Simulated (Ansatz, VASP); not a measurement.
# Be in VASP and in Ansatz

```xyz
1
Lattice="-1.2398 1.2410 1.2245 1.2688 -1.2800 1.2926 1.2263 1.2665 -1.2636" Properties=species:S:1:pos:R:3 pbc="T T T"
Be    0.0441   -0.0634   -0.0555
```

Change from the starting cell: cell strained at random at fixed volume.

Alike in both runs: task single point; functional PBEsol; k mesh 11 × 11 × 11; occupations tetrahedron; non-collinear spin.

|  | VASP | Ansatz |
| --- | --- | --- |
| version | VASP 6.6.1 | Ansatz 0.2.0 |
| potentials or method | VASP PAW PBE potentials, release 64 (Be) | JTH PAW |
| plane-wave cutoff (eV) | 520 | 1080 |
| valence electrons in the cell | 2 | 4 |

|  | VASP | Ansatz | Ansatz less VASP |
| --- | --- | --- | --- |
| gap on the k mesh at the Fermi level (eV) | none | none | - |
| pressure (GPa) | -1.4 | -1.8 | -0.40 |
| traceless stress, the component that is largest in VASP (GPa) | 6.05 | 5.89 | -0.154 |
| net moment per atom (μB) | 0.00 | 0.00 | 0.000 |

VASP's potentials were made for PBE, not for PBEsol. A gap of «none» marks a metal or a gap that the smearing closes. With one functional, cell and mesh, what is left measures potentials, basis and numerics. VASP's potentials hold 2 valence electrons a cell and Ansatz's 4, so a difference there can come from the potentials and not from the codes.
